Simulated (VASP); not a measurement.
Here is a VASP 6.6.1 calculation.

The input INCAR:

```
PREC     = Accurate       # precision mode
ENCUT    = 520            # plane-wave cutoff, eV
EDIFF    = 1E-6           # SCF threshold, eV
ISMEAR   = 0              # smearing method
SIGMA    = 0.05           # smearing width, eV
LREAL    = False          # projectors in reciprocal space
LASPH    = True           # aspherical terms in the spheres
NELM     = 60             # most SCF steps
ALGO     = Normal         # electronic algorithm
ISIF     = 2              # what is computed and relaxed
LWAVE    = False          # write WAVECAR
LCHARG   = False          # write CHGCAR
LDIPOL   = True         
IDIPOL   = 3            
DIPOL    = 0.5 0.5 0.375
GGA      = PE             # functional
NBANDS   = 30             # bands
```

Contents of KPOINTS:

```
regular mesh
0
Gamma
  9 9 1
```

The input POSCAR:

```
Ca2CO3
1.0
    3.4159757625      0.0000000000      0.0000000000
   -1.7079878813      2.9583217891      0.0000000000
    0.0000000000      0.0000000000     20.9417418578
O Ca C
3 2 1
Direct
    0.3333333333      0.6666666667      0.1910060790
    0.0000000000      0.0000000000      0.3481585139
    0.8333333333      1.0000000000      0.5554363571
    0.6666666667      0.3333333333      0.2575987376
    0.3333333333      0.6666666667      0.3959432751
    0.8333333333      1.0000000000      0.5002472371
```

Potentials or basis: VASP PAW PBE potentials, release 64 (O, Ca_sv, C).

Run with:

```bash
$ cat potpaw_PBE.64/O/POTCAR potpaw_PBE.64/Ca_sv/POTCAR potpaw_PBE.64/C/POTCAR > POTCAR
$ mpirun -np 1 vasp_std > vasp.out
```

Question: Predict the largest force.

Answer: 3.019 eV/Å.

Question: What does it give for the band gap on the k mesh?

Answer: Zero (bands 21 and 22 overlap by 0.20 eV).

Forces on the atoms (eV/Å):
```
O    0.001  0.000  3.019
O    0.067 -0.023 -0.571
O    0.091  0.047  0.819
Ca  -0.001  0.001 -2.849
Ca  -0.085 -0.051  0.389
C   -0.074  0.027 -0.806
```
